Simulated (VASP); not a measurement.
# SnSe in VASP: notebook

Aim: see how the results for SnSe move with the level of theory and the settings. Levels: PBE+D3(BJ), PBE+D4. Tasks: single point.

All numbers are computed with VASP 6.6.1; they aren't measurements. Logs are shortened: lines on timing, memory, paths and dates and some standing lists are left out, and cuts for length are marked.

## 1. The cell of the first run

The typed cell holds 4 atoms: a = 4.248 Å, b = 4.248 Å, c = 5.910 Å, α = 90.00°, β = 90.00°, γ = 90.00°.

## 2. Single point, PBE+D3(BJ)

INCAR reads:

```
SYSTEM = SnSe
PREC = Accurate ; ENCUT = 520
EDIFF = 1E-6 ; ISMEAR = -1
SIGMA = 0.05 ; LREAL = .FALSE.
LASPH = .TRUE. ; NELM = 80
ALGO = Normal ; ISIF = 2
LWAVE = .FALSE. ; LCHARG = .FALSE.
GGA = PE ; IVDW = 12
NBANDS = 28
```

KPOINTS reads:

```
Automatic mesh
0
G
  6 6 3
  0 0 0
```

POSCAR reads:

```
SnSe
1.0
    4.2478539777      0.0000000000      0.0000000000
    0.0000000000      4.2478539777      0.0000000000
    0.0000000000      0.0000000000      5.9101900820
Sn Se
2 2
Direct
    0.0000000000      0.5000000000      0.7498741678
    0.5000000000      0.0000000000      0.2501258322
    0.0000000000      0.5000000000      0.2503097840
    0.5000000000      0.0000000000      0.7496902160
```

Potentials or basis: VASP PAW PBE potentials, release 64 (Sn_d, Se).

Launch:

```bash
> cat potpaw_PBE.64/Sn_d/POTCAR potpaw_PBE.64/Se/POTCAR > POTCAR
> mpirun -np 1 vasp_std > vasp.out
```

OUTCAR:

```text
SYSTEM = SnSe
   PREC = Accurate
   ENCUT = 520
   EDIFF = 1E-6
   ISMEAR = -1
   LREAL = .FALSE.
   LASPH = .TRUE.
   NELM = 80
   ISIF = 2
   GGA = PE
   IVDW = 12
 IVDW          = 12

 ion  position               nearest neighbor table
   1  0.000  0.500  0.750-   3 2.95   3 2.96   4 3.00   4 3.00   4 3.00   4 3.00
   2  0.500  0.000  0.250-   4 2.95   4 2.96   3 3.00   3 3.00   3 3.00   3 3.00
   3  0.000  0.500  0.250-   1 2.95   1 2.96   2 3.00   2 3.00   2 3.00   2 3.00
   4  0.500  0.000  0.750-   2 2.95   2 2.96   1 3.00   1 3.00   1 3.00   1 3.00

  LATTYP: Found a simple tetragonal cell.
 ALAT       =     4.2478539777
 C/A-ratio  =     1.3913355104

  Lattice vectors:

 A1 = (   4.2478539777,   0.0000000000,   0.0000000000)
 A2 = (   0.0000000000,   4.2478539777,   0.0000000000)
 A3 = (   0.0000000000,   0.0000000000,   5.9101900820)

Analysis of symmetry for initial positions (statically):
=====================================================================
 Subroutine PRICEL returns:
 Original cell was already a primitive cell.

 Routine SETGRP: Setting up the symmetry group for a
 simple tetragonal supercell.

 Subroutine GETGRP returns: Found 16 space group operations
 (whereof  8 operations were pure point group operations)
 out of a pool of 16 trial point group operations.

The static configuration has the point symmetry D_2d.
 The point group associated with its full space group is D_4h.

Analysis of symmetry for dynamics (positions and initial velocities):
=====================================================================
 Subroutine PRICEL returns:
 Original cell was already a primitive cell.

 Routine SETGRP: Setting up the symmetry group for a
 simple tetragonal supercell.

 Subroutine GETGRP returns: Found 16 space group operations
 (whereof  8 operations were pure point group operations)
 out of a pool of 16 trial point group operations.

The dynamic configuration has the point symmetry D_2d.
 The point group associated with its full space group is D_4h.

 Subroutine INISYM returns: Found 16 space group operations
 (whereof  8 operations are pure point group operations),
 and found     1 'primitive' translations

----------------------------------------------------------------------------------------

                                     Primitive cell

  volume of cell :     106.6450

  direct lattice vectors                    reciprocal lattice vectors
     4.247853978  0.000000000  0.000000000     0.235412989  0.000000000  0.000000000
     0.000000000  4.247853978  0.000000000     0.000000000  0.235412989  0.000000000
     0.000000000  0.000000000  5.910190082     0.000000000  0.000000000  0.169199296

  length of vectors
     4.247853978  4.247853978  5.910190082     0.235412989  0.235412989  0.169199296

  position of ions in fractional coordinates (direct lattice)
     0.000000000  0.500000000  0.749874168
     0.500000000  0.000000000  0.250125832
     0.000000000  0.500000000  0.250309784
     0.500000000  0.000000000  0.749690216

  ion indices of the primitive-cell ions
   primitive index   ion index
                 1           1
                 2           2
                 3           3
                 4           4

----------------------------------------------------------------------------------------

 KPOINTS: Automatic mesh

Automatic generation of k-mesh.
 Grid dimensions read from file:
 generate k-points for:    6    6    3

 Generating k-lattice:

  Cartesian coordinates                     Fractional coordinates (reciprocal lattice)
     0.039235498  0.000000000  0.000000000     0.166666667  0.000000000  0.000000000
     0.000000000  0.039235498  0.000000000     0.000000000  0.166666667  0.000000000
     0.000000000  0.000000000  0.056399765     0.000000000  0.000000000  0.333333333

  Length of vectors
     0.039235498  0.039235498  0.056399765

  Shift w.r.t. Gamma in fractional coordinates (k-lattice)
     0.000000000  0.000000000  0.000000000

 Subroutine IBZKPT returns following result:
 ===========================================

 Found     20 irreducible k-points:

 Following reciprocal coordinates:
            Coordinates               Weight
  0.000000  0.000000  0.000000      1.000000
  0.166667  0.000000  0.000000      4.000000
  0.333333  0.000000  0.000000      4.000000
  0.500000  0.000000  0.000000      2.000000
  0.166667  0.166667  0.000000      4.000000
  0.333333  0.166667  0.000000      8.000000
[... 12 lines left out ...]
  0.500000  0.333333  0.333333      8.000000
  0.500000  0.500000  0.333333      2.000000
   k-points           NKPTS =     20   k-points in BZ     NKDIM =     20   number of bands    NBANDS=     28
   number of dos      NEDOS =    301   number of ions     NIONS =      4
   total plane-waves  NPLWV =  49152
   dimension x,y,z NGX =    32 NGY =   32 NGZ =   48
   dimension x,y,z NGXF=    64 NGYF=   64 NGZF=   96
   ions per type =               2   2
   NGX,Y,Z   is equivalent  to a cutoff of  12.52, 12.52, 13.50 a.u.
   NGXF,Y,Z  is equivalent  to a cutoff of  25.05, 25.05, 27.00 a.u.
 SYSTEM =  SnSe
   PREC   = accura    normal or accurate (medium, high low for compatibility)
   ISTART =      0    job   : 0-new  1-cont  2-samecut
   ICHARG =      2    charge: 1-file 2-atom 10-const
   ISPIN  =      1    spin polarized calculation?
   LNONCOLLINEAR =      F non collinear calculations
   LSORBIT =      F    spin-orbit coupling
   LASPH  =      T    aspherical Exc in radial PAW
   ENCUT  =  520.0 eV  38.22 Ry    6.18 a.u.   7.90  7.90 10.99*2*pi/ulx,y,z
   NELM   =     80;   NELMIN=  2; NELMDL= -5     # of ELM steps
   EDIFF  = 0.1E-05   stopping-criterion for ELM
   LREAL  =      F    real-space projection
[... 7 lines left out ...]
   TEBEG  =    0.0;   TEEND  =   0.0 temperature during run
   PSTRESS=    0.0 pullay stress
   NELECT =      40.0000    total number of electrons
   NUPDOWN=      -1.0000    fix difference up-down
   EMIN   =  10.00;   EMAX   =-10.00  energy-range for DOS
   EFERMI =   0.00;   METHOD = LEGACY
   ISMEAR =    -1;   SIGMA  =   0.05  broadening in eV -4-tet -1-fermi 0-gaus
   EFERMI_NEDOS =   21; number of points for ismear=-14 and -15
   IALGO  =     38    algorithm
   IMIX   =      4    mixing-type and parameters
     AMIX     =   0.40;   BMIX     =  1.00
     AMIX_MAG =   1.60;   BMIX_MAG =  1.00
  volume/ion in A,a.u.               =      26.66       179.92
  Fermi-wavevector in a.u.,A,eV,Ry     =   1.180632  2.231071 18.965058  1.393892
  Thomas-Fermi vector in A             =   2.316921
   LORBIT       =      0    0 simple, 1 ext, 2 COOP (PROOUT), +10 PAW based schemes
   GGA     = PE    functional components
   LHFCALC =     F    Hartree Fock is set to
   AEXX    =    0.0000 exact exchange contribution
   IVDW    =    12    specifies the selected vdW correction
   LEPSILON=     F    determine dielectric tensor
   LRPA    =     F    only Hartree local field effects (RPA)
 non-spin polarized calculation
  energy-cutoff  :      520.00
  volume of cell :      106.65
 maximum number of plane-waves:      2886
 NGX is ok and might be reduce to    32
   NGX = 15   NGY = 15   NGZ = 21

 number of electron      40.0000010 magnetization

 Free energy of the ion-electron system (eV)
  ---------------------------------------------------
  ext. energy  EPLUGINS =         0.00000000
  ---------------------------------------------------
  free energy    TOTEN  =       -16.49012291 eV

  energy without entropy =      -16.48917902  energy(sigma->0) =      -16.48965096

 E-fermi :   5.9895     XC(G=0):  -9.7005

 val. band max:        5.7673503460   @ k =   0.5000   0.0000   0.3333
 cond. band min:       6.2114072811   @ k =   0.5000   0.0000   0.3333
 fundamental gap:      0.4440569350
 Fermi energy:         5.9894728818

 k-point     1 :       0.0000    0.0000    0.0000
  band No.  band energies     occupation
      1     -15.7719      2.00000
      2     -15.7676      2.00000
      3     -15.7601      2.00000
      4     -15.7594      2.00000
      5     -15.7504      2.00000
      6     -15.7449      2.00000
[... 20 lines left out ...]
     27      11.6439      0.00000
     28      11.6439      0.00000

 k-point     2 :       0.1667    0.0000    0.0000
  band No.  band energies     occupation
      1     -15.7684      2.00000
      2     -15.7638      2.00000
      3     -15.7608      2.00000
      4     -15.7581      2.00000
      5     -15.7531      2.00000
      6     -15.7446      2.00000
[... 20 lines left out ...]
     27      11.7200      0.00000
     28      11.7859      0.00000

 k-point     3 :       0.3333    0.0000    0.0000
  band No.  band energies     occupation
      1     -15.7632      2.00000
      2     -15.7628      2.00000
      3     -15.7588      2.00000
      4     -15.7559      2.00000
      5     -15.7527      2.00000
      6     -15.7429      2.00000
[... 20 lines left out ...]
     27      12.1113      0.00000
     28      12.3554      0.00000

 k-point     4 :       0.5000    0.0000    0.0000
  band No.  band energies     occupation
      1     -15.7631      2.00000
      2     -15.7631      2.00000
      3     -15.7578      2.00000
      4     -15.7578      2.00000
      5     -15.7428      2.00000
      6     -15.7428      2.00000
[... 454 lines left out ...]
     27      11.8045      0.00000
     28      12.2452      0.00000

 k-point    19 :       0.5000    0.3333    0.3333
  band No.  band energies     occupation
      1     -15.7772      2.00000
      2     -15.7772      2.00000
      3     -15.7460      2.00000
      4     -15.7460      2.00000
      5     -15.7437      2.00000
      6     -15.7437      2.00000
[... 20 lines left out ...]
     27      11.6163      0.00000
     28      11.6163      0.00000

 k-point    20 :       0.5000    0.5000    0.3333
  band No.  band energies     occupation
      1     -15.7810      2.00000
      2     -15.7810      2.00000
      3     -15.7453      2.00000
      4     -15.7453      2.00000
      5     -15.7424      2.00000
      6     -15.7424      2.00000
[... 20 lines left out ...]
     27      11.9837      0.00000
     28      11.9837      0.00000

------------------------ aborting loop because EDIFF is reached ----------------------------------------

 Edisp (eV)   -1.44642

 E8    (eV) :    -0.6518

  FORCE on cell =-STRESS in cart. coord.  units (eV):
  Direction    XX          YY          ZZ          XY          YZ          ZX
  --------------------------------------------------------------------------------------
  -------------------------------------------------------------------------------------
  Total      -0.01475    -0.01475    -0.01659     0.00000    -0.00000     0.00000
  in kB      -0.22162    -0.22162    -0.24919     0.00000    -0.00000     0.00000
  external pressure =       -0.23 kB  Pullay stress =        0.00 kB

 VOLUME and BASIS-vectors are now :
 -----------------------------------------------------------------------------
  energy-cutoff  :      520.00
  volume of cell :      106.65
      direct lattice vectors                 reciprocal lattice vectors
     4.247853978  0.000000000  0.000000000     0.235412989  0.000000000  0.000000000
     0.000000000  4.247853978  0.000000000     0.000000000  0.235412989  0.000000000
     0.000000000  0.000000000  5.910190082     0.000000000  0.000000000  0.169199296

 POSITION                                       TOTAL-FORCE (eV/Angst)
 -----------------------------------------------------------------------------------
      0.00000      2.12393      4.43190         0.000000     -0.000000      0.001550
      2.12393      0.00000      1.47829         0.000000      0.000000     -0.001550
      0.00000      2.12393      1.47938         0.000000      0.000000     -0.002649
      2.12393      0.00000      4.43081         0.000000      0.000000      0.002649
 -----------------------------------------------------------------------------------
    total drift:                                0.000000      0.000000      0.000000

  FREE ENERGIE OF THE ION-ELECTRON SYSTEM (eV)
  ---------------------------------------------------
  free  energy   TOTEN  =       -17.9365471056 eV

  energy  without entropy=      -17.9356032131  energy(sigma->0) =      -17.93607516
```

Wall time 40 s (1 thread of Intel Xeon Platinum 8259CL at 2.50GHz (Skylake/Cascade Lake), shared host); peak memory 0.23 GiB.

Results:

* Free energy: -17.9365 eV
* Pressure: 0.0 GPa
* Band gap on the k mesh: 0.44 eV
* Dispersion energy per atom: -0.362 eV

Forces in eV/Å, atoms in the order of the input:
```
Sn   0.000  0.000  0.002
Sn   0.000  0.000 -0.002
Se   0.000  0.000 -0.003
Se   0.000  0.000  0.003
```

Levels at points of the mesh, in eV from the valence-band top:
```tsv
k point	band 17	band 18	band 19	band 20	band 21	band 22	band 23	band 24
(0.00, 0.00, 0.00)	-3.70	-2.28	-2.13	-2.13	2.99	4.35	4.35	4.75
(0.50, 0.00, 0.00)	-2.11	-2.11	-0.62	-0.62	1.32	1.32	1.83	1.83
(0.50, 0.50, 0.00)	-3.75	-3.75	-3.57	-3.57	3.05	3.05	5.38	5.38
```

Caveat: semilocal functionals underestimate gaps, and a narrow one can read as zero; spin-orbit coupling is left out, which moves the levels of the heavy elements.

## 3. Single point, PBE+D3(BJ)

This run uses another cell than the first one, of 26.76 Å³/atom.

INCAR reads:

```
ALGO = Normal
EDIFF = 1E-7
ENCUT = 520
GGA = PE
ISIF = 2
ISMEAR = -1
IVDW = 12
LASPH = True
LCHARG = False
LREAL = False
LWAVE = False
NBANDS = 28
NELM = 100
PREC = Accurate
SIGMA = 0.05
```

KPOINTS reads:

```
k-points
0
Gamma
  6 6 3
```

POSCAR reads:

```
SnSe
1.0
    4.2532584537      0.0000000000      0.0000000000
    0.0000000000      4.2532584537      0.0000000000
    0.0000000000      0.0000000000      5.9169617139
Sn Se
2 2
Direct
    0.0000000000      0.5000000000      0.7499096061
    0.5000000000      0.0000000000      0.2500903939
    0.0000000000      0.5000000000      0.2499714383
    0.5000000000      0.0000000000      0.7500285617
```

Potentials or basis: VASP PAW PBE potentials, release 64 (Sn_d, Se).

Launch:

```bash
> cat potpaw_PBE.64/Sn_d/POTCAR potpaw_PBE.64/Se/POTCAR > POTCAR
> mpirun -np 1 vasp_std > vasp.out
```

Run time: 38 s. Hardware: 1 thread of Intel Xeon Platinum 8259CL at 2.50GHz (Skylake/Cascade Lake), shared host; peak memory 0.23 GiB.

It converged, with:

```yaml
Free_energy: -17.9364 eV
Pressure: -0.2 GPa
Band_gap_on_the_k_mesh: 0.45 eV
Dispersion_energy_per_atom: -0.360 eV
```

Levels at points of the mesh, in eV from the valence-band top:
| k point | band 18 | band 19 | band 20 | band 21 | band 22 | band 23 |
| --- | --- | --- | --- | --- | --- | --- |
| (0.00, 0.00, 0.00) | -2.27 | -2.12 | -2.12 | 3.00 | 4.34 | 4.34 |
| (0.50, 0.00, 0.00) | -2.09 | -0.61 | -0.61 | 1.32 | 1.32 | 1.83 |
| (0.50, 0.50, 0.00) | -3.72 | -3.54 | -3.54 | 3.07 | 3.07 | 5.36 |

Caveat: three body term missing; semilocal functionals underestimate gaps, and a narrow one can read as zero; spin-orbit coupling is left out, which moves the levels of the heavy elements. A k mesh can miss the band edges.

## 4. Single point, PBE+D4

INCAR reads:

```
SYSTEM = SnSe
ALGO     = Normal         ! electronic algorithm
EDIFF    = 1E-6           ! SCF threshold, eV
ENCUT    = 520            ! plane-wave cutoff, eV
GGA      = PE             ! functional
ISIF     = 2              ! what is computed and relaxed
ISMEAR   = -1             ! smearing method
IVDW     = 13             ! dispersion correction
LASPH    = .TRUE.         ! aspherical terms in the spheres
LCHARG   = .FALSE.        ! write CHGCAR
LREAL    = .FALSE.        ! projectors in reciprocal space
LWAVE    = .FALSE.        ! write WAVECAR
NBANDS   = 28             ! bands
NELM     = 60             ! most SCF steps
PREC     = Accurate       ! precision mode
SIGMA    = 0.05           ! smearing width, eV
```

KPOINTS reads:

```
k-points
0
G
  6 6 3
  0 0 0
```

POSCAR reads:

```
SnSe
1.0
    4.2455377151      0.0000000000      0.0000000000
    0.0000000000      4.2455377151      0.0000000000
    0.0000000000      0.0000000000      5.9076383953
Sn Se
2 2
Direct
    0.0000000000      0.5000000000      0.7500289615
    0.5000000000      0.0000000000      0.2499710385
    0.0000000000      0.5000000000      0.2499884574
    0.5000000000      0.0000000000      0.7500115426
```

Launch:

```bash
> cat potpaw_PBE.64/Sn_d/POTCAR potpaw_PBE.64/Se/POTCAR > POTCAR
> mpirun -np 1 vasp_std > vasp.out
```

Run time: 34 s. Hardware: 1 thread of Intel Xeon Platinum 8259CL at 2.50GHz (Skylake/Cascade Lake), shared host; peak memory 0.23 GiB.

It converged, with:

| Property | Result |
| --- | --- |
| Free energy | -18.0757 eV |
| Pressure | 0.0 GPa |
| Band gap on the k mesh | 0.44 eV |
| Dispersion energy per atom | -0.397 eV |

Levels at points of the mesh, in eV from the valence-band top:
| k point | band 17 | band 18 | band 19 | band 20 | band 21 | band 22 | band 23 | band 24 |
| --- | --- | --- | --- | --- | --- | --- | --- | --- |
| (0.00, 0.00, 0.00) | -3.71 | -2.29 | -2.14 | -2.14 | 2.98 | 4.35 | 4.35 | 4.76 |
| (0.50, 0.00, 0.00) | -2.11 | -2.11 | -0.62 | -0.62 | 1.32 | 1.32 | 1.83 | 1.83 |
| (0.50, 0.50, 0.00) | -3.76 | -3.76 | -3.58 | -3.58 | 3.04 | 3.04 | 5.38 | 5.38 |

Caveat: semilocal functionals underestimate gaps, and a narrow one can read as zero; spin-orbit coupling is left out, which moves the levels of the heavy elements.

## 5. The runs side by side

```tsv
level	cell	gap on the mesh (eV)	pressure (GPa)
PBE+D3(BJ)	a = 4.248, b = 4.248, c = 5.910 Å, 4 atoms, atomic positions A	0.44	0.0
PBE+D3(BJ)	a = 4.253, b = 4.253, c = 5.917 Å, 4 atoms, atomic positions B	0.45	-0.2
PBE+D4	a = 4.246, b = 4.246, c = 5.908 Å, 4 atoms, atomic positions C	0.44	0.0
```

Alike in all rows: task single point; potentials or basis VASP PAW PBE potentials, release 64 (Sn_d, Se); no spin polarisation; k mesh 6 × 6 × 3; cutoff (eV) 520; smearing fermi-dirac 0.05 eV.

Caveats: semilocal functionals underestimate gaps, and a narrow one can read as zero; spin-orbit coupling is left out, which moves the levels of the heavy elements; three body term missing (at least some runs).

Absolute energies hang on the potentials; compare differences alone.
